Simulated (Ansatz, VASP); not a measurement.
## MgS in VASP and in Ansatz

Contents of POSCAR:

```
MgS
1.0
    3.5940341746      0.0000000000      0.0000000000
   -1.7970170873      3.1125248973      0.0000000000
    0.0000000000      0.0000000000      6.1473560943
Mg S
2 2
Direct
    0.0000000000      0.0000000000      0.0000000000
    0.0000000000      0.0000000000      0.5000000000
    0.3333333333      0.6666666667      0.2500000000
    0.6666666667      0.3333333333      0.7500000000
```

The input INCAR.step1:

```
SYSTEM = MgS
PREC = Accurate ; ENCUT = 520
EDIFF = 1E-5 ; ISMEAR = 0
SIGMA = 0.01 ; LREAL = .FALSE.
LASPH = .TRUE. ; NELM = 60
ALGO = Normal ; ISIF = 2
LWAVE = .TRUE. ; LCHARG = .FALSE.
GGA = PE ; NBANDS = 16
```

Contents of INCAR.step2:

```
SYSTEM = MgS
PREC = Accurate ; ENCUT = 520
EDIFF = 1E-7 ; ISMEAR = 0
SIGMA = 0.01 ; LREAL = .FALSE.
LASPH = .TRUE. ; NELM = 60
ALGO = Normal ; ISIF = 2
LWAVE = .FALSE. ; LCHARG = .FALSE.
GGA = PE ; LHFCALC = .TRUE.
HFSCREEN = 0.2079 ; PRECFOCK = Normal
ISTART = 1 ; NBANDS = 16
```

The input KPOINTS:

```
Automatic mesh
0
G
  6 6 4
  0 0 0
```

Input for Ansatz:

```yaml
crystal:
  lattice:
    - [3.5940341746, 0.0, 0.0]
    - [-1.7970170873, 3.1125248973, 0.0]
    - [0.0, 0.0, 6.1473560943]
  atoms:
    - { symbol: Mg, position: [0.0, 0.0, 0.0] }
    - { symbol: Mg, position: [0.0, 0.0, 0.5] }
    - { symbol: S, position: [0.3333333333, 0.6666666667, 0.25] }
    - { symbol: S, position: [0.6666666667, 0.3333333333, 0.75] }
kpoints:
  mp_grid: { grid: [6, 6, 4] }
  band_path:
    path:
      - [0.0, 0.0, 0.0]
      - [0.5, 0.0, 0.0]
      - [0.3333333333, 0.3333333333, 0.0]
      - [0.0, 0.0, 0.5]
      - [0.5, 0.0, 0.5]
      - [0.3333333333, 0.3333333333, 0.5]
    npoints: 1
hamiltonian:
  xc: hse06
scf:
  occupations: { method: fixed }
  n_extra_bands: 5
output:
  forces: true
  stress: true
  eigenvalues: true
```

Change from the starting cell: biaxial_xy strain -1.4%.

Alike in both runs: task single point; functional HSE06; k mesh 6 × 6 × 4; no spin polarisation.

|  | VASP | Ansatz |
| --- | --- | --- |
| version | VASP 6.6.1 | Ansatz 0.2.0 |
| potentials or method | VASP PAW PBE potentials, release 64 (Mg, S) | plane waves, PAW |
| plane-wave cutoff (eV) | 520 | 420 |
| occupations | gaussian, width 0.01 eV | fixed |
| valence electrons in the cell | 16 | 32 |

Ansatz gave:

| Item | Value |
| --- | --- |
| gap on the k mesh at the Fermi level (eV) | 4.44 |
| pressure (GPa) | 1.9 |
| traceless stress, the component that is largest in VASP (GPa) | -1.45 |

Q: Which values does VASP return?

A: gap on the k mesh at the Fermi level (eV): 4.39; pressure (GPa): 1.6; traceless stress, the component that is largest in VASP (GPa): -1.49.

VASP's potentials hold 16 valence electrons a cell and Ansatz's 32, so a difference there can come from the potentials and not from the codes. Ansatz's warnings: stress exchange threshold loose, stress scf threshold loose.
